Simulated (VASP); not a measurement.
# HfBr (Pm-3m) in VASP: notebook

HfBr is run at these levels: PBE; tasks: relaxation of cell and atoms, single point.

Program: VASP 6.6.1. These are calculated values, not measurements. Logs are shortened: lines on timing, memory, paths and dates and some standing lists are left out, and cuts for length are marked.

**1. The cell of the first run**

Symmetry: Pm-3m, No. 221, cubic system. The conventional cell has a = 3.422 Å, b = 3.422 Å, c = 3.422 Å, α = 90.00°, β = 90.00°, γ = 90.00°. Hf (site symmetry m-3m) has 8 Br at 2.96 Å and 6 Hf at 3.42 Å within 3.9 Å. Within 3.9 Å of Br (site symmetry m-3m) lie 8 Hf at 2.96 Å and 6 Br at 3.42 Å.

**2. Relaxation of cell and atoms, PBE**

INCAR reads:

```
ALGO = Normal
EDIFF = 1E-6
EDIFFG = -0.04
ENCUT = 600
GGA = PE
IBRION = 2
ISIF = 3
ISMEAR = 0
LASPH = True
LCHARG = False
LREAL = False
LWAVE = False
NELM = 60
NSW = 90
PREC = Accurate
SIGMA = 0.1
```

KPOINTS reads:

```
k-points
0
Gamma
  6 6 6
```

POSCAR reads:

```
HfBr
1.0
    3.4217072706      0.0000000000      0.0000000000
    0.0000000000      3.4217072706      0.0000000000
    0.0000000000      0.0000000000      3.4217072706
Hf Br
1 1
Direct
    0.0000000000      0.0000000000      0.0000000000
    0.5000000000      0.5000000000      0.5000000000
```

Potentials or basis: VASP PAW PBE potentials, release 64 (Hf_pv, Br).

On the command line:

```console
> cat potpaw_PBE.64/Hf_pv/POTCAR potpaw_PBE.64/Br/POTCAR > POTCAR
> mpirun -np 1 vasp_std > vasp.out
```

OUTCAR:

```text
EDIFF = 1E-6
   EDIFFG = -0.04
   ENCUT = 600
   GGA = PE
   IBRION = 2
   ISIF = 3
   ISMEAR = 0
   LASPH = True
   LREAL = False
   NELM = 60
   NSW = 90
   PREC = Accurate

 ion  position               nearest neighbor table
   1  0.000  0.000  0.000-   2 2.96   2 2.96   2 2.96   2 2.96   2 2.96   2 2.96   2 2.96   2 2.96

   2  0.500  0.500  0.500-   1 2.96   1 2.96   1 2.96   1 2.96   1 2.96   1 2.96   1 2.96   1 2.96

  LATTYP: Found a simple cubic cell.
 ALAT       =     3.4217072706

  Lattice vectors:

 A1 = (   3.4217072706,   0.0000000000,   0.0000000000)
 A2 = (   0.0000000000,   3.4217072706,   0.0000000000)
 A3 = (   0.0000000000,   0.0000000000,   3.4217072706)

Analysis of symmetry for initial positions (statically):
=====================================================================
 Subroutine PRICEL returns:
 Original cell was already a primitive cell.

 Routine SETGRP: Setting up the symmetry group for a
 simple cubic supercell.

 Subroutine GETGRP returns: Found 48 space group operations
 (whereof 48 operations were pure point group operations)
 out of a pool of 48 trial point group operations.

The static configuration has the point symmetry O_h .

Analysis of symmetry for dynamics (positions and initial velocities):
=====================================================================
 Subroutine PRICEL returns:
 Original cell was already a primitive cell.

 Routine SETGRP: Setting up the symmetry group for a
 simple cubic supercell.

 Subroutine GETGRP returns: Found 48 space group operations
 (whereof 48 operations were pure point group operations)
 out of a pool of 48 trial point group operations.

The dynamic configuration has the point symmetry O_h .

 Subroutine INISYM returns: Found 48 space group operations
 (whereof 48 operations are pure point group operations),
 and found     1 'primitive' translations

----------------------------------------------------------------------------------------

                                     Primitive cell

  volume of cell :      40.0616

  direct lattice vectors                    reciprocal lattice vectors
     3.421707271  0.000000000  0.000000000     0.292251768  0.000000000  0.000000000
     0.000000000  3.421707271  0.000000000     0.000000000  0.292251768  0.000000000
     0.000000000  0.000000000  3.421707271     0.000000000  0.000000000  0.292251768

  length of vectors
     3.421707271  3.421707271  3.421707271     0.292251768  0.292251768  0.292251768

  position of ions in fractional coordinates (direct lattice)
     0.000000000  0.000000000  0.000000000
     0.500000000  0.500000000  0.500000000

  ion indices of the primitive-cell ions
   primitive index   ion index
                 1           1
                 2           2

----------------------------------------------------------------------------------------

 KPOINTS: k-points

Automatic generation of k-mesh.
 Grid dimensions read from file:
 generate k-points for:    6    6    6

 Generating k-lattice:

  Cartesian coordinates                     Fractional coordinates (reciprocal lattice)
     0.048708628  0.000000000  0.000000000     0.166666667  0.000000000  0.000000000
     0.000000000  0.048708628  0.000000000     0.000000000  0.166666667  0.000000000
     0.000000000  0.000000000  0.048708628     0.000000000  0.000000000  0.166666667

  Length of vectors
     0.048708628  0.048708628  0.048708628

  Shift w.r.t. Gamma in fractional coordinates (k-lattice)
     0.000000000  0.000000000  0.000000000

 Subroutine IBZKPT returns following result:
 ===========================================

 Found     20 irreducible k-points:

 Following reciprocal coordinates:
            Coordinates               Weight
  0.000000  0.000000  0.000000      1.000000
  0.166667  0.000000  0.000000      6.000000
  0.333333  0.000000  0.000000      6.000000
  0.500000  0.000000  0.000000      3.000000
  0.166667  0.166667  0.000000     12.000000
  0.333333  0.166667  0.000000     24.000000
[... 12 lines left out ...]
  0.500000  0.500000  0.333333      6.000000
  0.500000  0.500000  0.500000      1.000000
   k-points           NKPTS =     20   k-points in BZ     NKDIM =     20   number of bands    NBANDS=     12
   number of dos      NEDOS =    301   number of ions     NIONS =      2
   total plane-waves  NPLWV =  21952
   dimension x,y,z NGX =    28 NGY =   28 NGZ =   28
   dimension x,y,z NGXF=    56 NGYF=   56 NGZF=   56
   ions per type =               1   1
   NGX,Y,Z   is equivalent  to a cutoff of  13.60, 13.60, 13.60 a.u.
   NGXF,Y,Z  is equivalent  to a cutoff of  27.21, 27.21, 27.21 a.u.
 SYSTEM =  unknown system
   PREC   = accura    normal or accurate (medium, high low for compatibility)
   ISTART =      0    job   : 0-new  1-cont  2-samecut
   ICHARG =      2    charge: 1-file 2-atom 10-const
   ISPIN  =      1    spin polarized calculation?
   LNONCOLLINEAR =      F non collinear calculations
   LSORBIT =      F    spin-orbit coupling
   LASPH  =      T    aspherical Exc in radial PAW
   ENCUT  =  600.0 eV  44.10 Ry    6.64 a.u.   6.83  6.83  6.83*2*pi/ulx,y,z
   NELM   =     60;   NELMIN=  2; NELMDL= -5     # of ELM steps
   EDIFF  = 0.1E-05   stopping-criterion for ELM
   LREAL  =      F    real-space projection
   EDIFFG = -.4E-01   stopping-criterion for IOM
   NSW    =     90    number of steps for IOM
   IBRION =      2    ionic relax: 0-MD 1-quasi-New 2-CG
   NFREE  =      1    steps in history (QN), initial steepest desc. (CG)
   ISIF   =      3    stress and relaxation
   ISYM   =      2    0-nonsym 1-usesym 2-fastsym
   POTIM  = 0.5000    time-step for ionic-motion
   TEBEG  =    0.0;   TEEND  =   0.0 temperature during run
   PSTRESS=    0.0 pullay stress
   NELECT =      17.0000    total number of electrons
   NUPDOWN=      -1.0000    fix difference up-down
   EMIN   =  10.00;   EMAX   =-10.00  energy-range for DOS
   EFERMI =   0.00;   METHOD = LEGACY
   ISMEAR =     0;   SIGMA  =   0.10  broadening in eV -4-tet -1-fermi 0-gaus
   EFERMI_NEDOS =   21; number of points for ismear=-14 and -15
   IALGO  =     38    algorithm
   IMIX   =      4    mixing-type and parameters
     AMIX     =   0.40;   BMIX     =  1.00
     AMIX_MAG =   1.60;   BMIX_MAG =  1.00
  volume/ion in A,a.u.               =      20.03       135.17
  Fermi-wavevector in a.u.,A,eV,Ry     =   1.230217  2.324772 20.591508  1.513433
  Thomas-Fermi vector in A             =   2.365074
   LORBIT       =      0    0 simple, 1 ext, 2 COOP (PROOUT), +10 PAW based schemes
   GGA     = PE    functional components
   LHFCALC =     F    Hartree Fock is set to
   AEXX    =    0.0000 exact exchange contribution
   IVDW    =     0    specifies the selected vdW correction
   LEPSILON=     F    determine dielectric tensor
   LRPA    =     F    only Hartree local field effects (RPA)
 conjugate gradient relaxation of ions
 non-spin polarized calculation
 Gauss-broadening in eV      SIGMA  =   0.10
  energy-cutoff  :      600.00
  volume of cell :       40.06
 maximum number of plane-waves:      1357
 NGX is ok and might be reduce to    28
   NGX = 13   NGY = 13   NGZ = 13

--------------------------------------- Ionic step        1  -------------------------------------------

 number of electron      17.0000006 magnetization

 Free energy of the ion-electron system (eV)
  ---------------------------------------------------
  ext. energy  EPLUGINS =         0.00000000
  ---------------------------------------------------
  free energy    TOTEN  =       -11.08539401 eV

  energy without entropy =      -11.05799649  energy(sigma->0) =      -11.07169525

------------------------ aborting loop because EDIFF is reached ----------------------------------------

  FORCE on cell =-STRESS in cart. coord.  units (eV):
  Direction    XX          YY          ZZ          XY          YZ          ZX
  --------------------------------------------------------------------------------------
  -------------------------------------------------------------------------------------
  Total        0.5051106      0.5051106      0.5051106      0.0000000      0.0000000      0.0000000
  in kB       20.2007971     20.2007971     20.2007971      0.0000000      0.0000000      0.0000000
  external PRESSURE =      20.2007971 kB  Pullay stress =       0.0000000 kB

 VOLUME and BASIS-vectors are now :
 -----------------------------------------------------------------------------
  energy-cutoff  :      600.00
  volume of cell :       40.06
      direct lattice vectors                 reciprocal lattice vectors
     3.421707271  0.000000000  0.000000000     0.292251768  0.000000000  0.000000000
     0.000000000  3.421707271  0.000000000     0.000000000  0.292251768  0.000000000
     0.000000000  0.000000000  3.421707271     0.000000000  0.000000000  0.292251768

 POSITION                                       TOTAL-FORCE (eV/Angst)
 -----------------------------------------------------------------------------------
      0.00000      0.00000      0.00000         0.000000      0.000000      0.000000
      1.71085      1.71085      1.71085         0.000000      0.000000      0.000000
 -----------------------------------------------------------------------------------
    total drift:                               -0.000000      0.000000      0.000000

  FREE ENERGIE OF THE ION-ELECTRON SYSTEM (eV)
  ---------------------------------------------------
  free  energy   TOTEN  =       -11.0853940119 eV
[... 17 lines left out ...]
 VOLUME and BASIS-vectors are now :
 -----------------------------------------------------------------------------
  energy-cutoff  :      600.00
  volume of cell :       41.54
      direct lattice vectors                 reciprocal lattice vectors
     3.463397140  0.000000000  0.000000000     0.288733853 -0.000000000  0.000000000
     0.000000000  3.463397140  0.000000000    -0.000000000  0.288733853 -0.000000000
    -0.000000000  0.000000000  3.463397140    -0.000000000 -0.000000000  0.288733853

 POSITION                                       TOTAL-FORCE (eV/Angst)
 -----------------------------------------------------------------------------------
      0.00000      0.00000      0.00000        -0.000000     -0.000000      0.000000
      1.73170      1.73170      1.73170         0.000000      0.000000      0.000000
 -----------------------------------------------------------------------------------
    total drift:                               -0.000000      0.000000      0.000000

  FREE ENERGIE OF THE ION-ELECTRON SYSTEM (eV)
  ---------------------------------------------------
  free  energy   TOTEN  =       -11.0911986414 eV

  energy  without entropy=      -11.0659695005  energy(sigma->0) =      -11.07858407

--------------------------------------- Ionic step        3  -------------------------------------------

 number of electron      16.9999999 magnetization

 Free energy of the ion-electron system (eV)
  ---------------------------------------------------
  ext. energy  EPLUGINS =         0.00000000
  ---------------------------------------------------
  free energy    TOTEN  =       -11.09197401 eV

  energy without entropy =      -11.06625232  energy(sigma->0) =      -11.07911316

 E-fermi :   7.4756     XC(G=0): -11.1286

 val. band max:        7.4426704168   @ k =   0.3333   0.1667   0.1667
 cond. band min:       7.4777119803   @ k =   0.3333   0.0000   0.0000
 fundamental gap:      0.0350415635
 Fermi energy:         7.4755863677

 k-point     1 :       0.0000    0.0000    0.0000
  band No.  band energies     occupation
      1     -24.4293      2.00000
      2     -24.4293      2.00000
      3     -24.4293      2.00000
      4     -11.6848      2.00000
      5       2.1461      2.00000
      6       2.1461      2.00000
      7       2.1461      2.00000
      8       4.7918      2.00000
      9       4.7918      2.00000
     10       5.1213      2.00000
     11       9.4476      0.00000
     12       9.4476      0.00000

 k-point     2 :       0.1667    0.0000    0.0000
  band No.  band energies     occupation
      1     -24.4818      2.00000
      2     -24.4246      2.00000
      3     -24.4246      2.00000
      4     -11.5141      2.00000
      5       0.4935      2.00000
      6       2.0698      2.00000
      7       2.0698      2.00000
      8       5.0086      2.00000
      9       5.5832      2.00000
     10       6.7992      2.00000
     11       9.5598      0.00000
     12       9.5703      0.00000
[... 281 lines left out ...]
 VOLUME and BASIS-vectors are now :
 -----------------------------------------------------------------------------
  energy-cutoff  :      600.00
  volume of cell :       41.15
      direct lattice vectors                 reciprocal lattice vectors
     3.452357768  0.000000000  0.000000000     0.289657118 -0.000000000  0.000000000
     0.000000000  3.452357768  0.000000000    -0.000000000  0.289657118 -0.000000000
    -0.000000000  0.000000000  3.452357768    -0.000000000 -0.000000000  0.289657118

 POSITION                                       TOTAL-FORCE (eV/Angst)
 -----------------------------------------------------------------------------------
      0.00000      0.00000      0.00000        -0.000000     -0.000000      0.000000
      1.72618      1.72618      1.72618         0.000000      0.000000      0.000000
 -----------------------------------------------------------------------------------
    total drift:                               -0.000000      0.000000      0.000000

  FREE ENERGIE OF THE ION-ELECTRON SYSTEM (eV)
  ---------------------------------------------------
  free  energy   TOTEN  =       -11.0919740064 eV

  energy  without entropy=      -11.0662523173  energy(sigma->0) =      -11.07911316

 reached required accuracy - stopping structural energy minimisation
```

It took 13 s on 1 thread of Intel Xeon 6975P-C (Granite Rapids), shared host; peak memory 0.16 GiB.

Results:

* Free energy: -11.0920 eV
* Relaxed volume: 20.57 Å³/atom
* Relaxed cell: a = 3.452 Å, b = 3.452 Å, c = 3.452 Å, α = 90.00°, β = 90.00°, γ = 90.00°
* Space group after relaxing (to 0.05 Å): Pm-3m (No. 221)
* Energy gained by relaxing: 3.3 meV/atom
* Ionic steps: 3
* Pressure after relaxing: 0.0 GPa

The path:
| step | energy change (eV) | largest force (eV/Å) | pressure (GPa) | volume (Å³) |
| --- | --- | --- | --- | --- |
| 1 | 0.0000 | 0.0000 | 2.02 | 40.06 |
| 2 | -0.0058 | 0.0000 | -0.62 | 41.54 |
| 3 | -0.0066 | 0.0000 | 0.01 | 41.15 |

Final structure:
```
CELL_PARAMETERS angstrom
3.45236 0.00000 0.00000
0.00000 3.45236 0.00000
0.00000 0.00000 3.45236
ATOMIC_POSITIONS crystal
Hf 0.00000 0.00000 0.00000
Br 0.50000 0.50000 0.50000
```

Levels at points of the mesh, in eV from the Fermi level:
| k point | band 6 | band 7 | band 8 | band 9 | band 10 | band 11 |
| --- | --- | --- | --- | --- | --- | --- |
| (0.00, 0.00, 0.00) | -5.33 | -5.33 | -2.68 | -2.68 | -2.35 | 1.97 |
| (0.50, 0.00, 0.00) | -5.64 | -5.64 | -1.60 | 1.94 | 2.07 | 2.46 |
| (0.50, 0.50, 0.00) | -7.84 | -4.62 | -3.28 | -0.42 | 0.07 | 0.07 |
| (0.50, 0.50, 0.50) | -8.29 | -8.29 | 1.39 | 1.39 | 1.39 | 3.63 |

Caveat: spin-orbit coupling is left out, which moves the levels of the heavy elements; an odd number of electrons without spin polarisation forces a metal; a magnetic or distorted state may lie lower.

**3. Single point, PBE**

This run uses another cell than the first one, of 20.63 Å³/atom, 1.030 times its volume.

INCAR reads:

```
SYSTEM = HfBr
ALGO = Normal
EDIFF = 1E-6
ENCUT = 520
GGA = PE
ISIF = 2
ISMEAR = 0
LASPH = .True.
LCHARG = .True.
LELF = .True.
LREAL = .False.
LVHAR = .True.
LWAVE = .False.
NBANDS = 16
NELM = 100
PREC = Accurate
SIGMA = 0.1
```

KPOINTS reads:

```
k-points
0
Gamma
  16 16 16
  0 0 0
```

POSCAR reads:

```
HfBr
1.0
    3.4557090796      0.0000000000      0.0000000000
    0.0000000000      3.4557090796      0.0000000000
    0.0000000000      0.0000000000      3.4557090796
Hf Br
1 1
Direct
    0.0000000000      0.0000000000      0.0000000000
    0.5000000000      0.5000000000      0.5000000000
```

Potentials or basis: VASP PAW PBE potentials, release 64 (Hf_pv, Br).

On the command line:

```console
> cat potpaw_PBE.64/Hf_pv/POTCAR potpaw_PBE.64/Br/POTCAR > POTCAR
> mpirun -np 1 vasp_std > vasp.out
```

Run time: 57 s. Hardware: 1 thread of Intel Xeon 6975P-C (Granite Rapids), shared host; peak memory 0.25 GiB.

It converged, with:

```
Free energy : -11.1129 eV
Pressure    : -0.5 GPa
```

Levels at points of the mesh, in eV from the Fermi level:
| k point | band 6 | band 7 | band 8 | band 9 | band 10 | band 11 |
| --- | --- | --- | --- | --- | --- | --- |
| (0.00, 0.00, 0.00) | -5.34 | -5.34 | -2.65 | -2.65 | -2.36 | 1.99 |
| (0.50, 0.00, 0.00) | -5.64 | -5.64 | -1.57 | 1.94 | 2.07 | 2.47 |
| (0.50, 0.50, 0.00) | -7.83 | -4.63 | -3.26 | -0.41 | 0.10 | 0.10 |
| (0.50, 0.50, 0.50) | -8.28 | -8.28 | 1.40 | 1.40 | 1.40 | 3.63 |

Caveat: spin-orbit coupling is left out, which moves the levels of the heavy elements; an odd number of electrons without spin polarisation forces a metal; a magnetic or distorted state may lie lower.
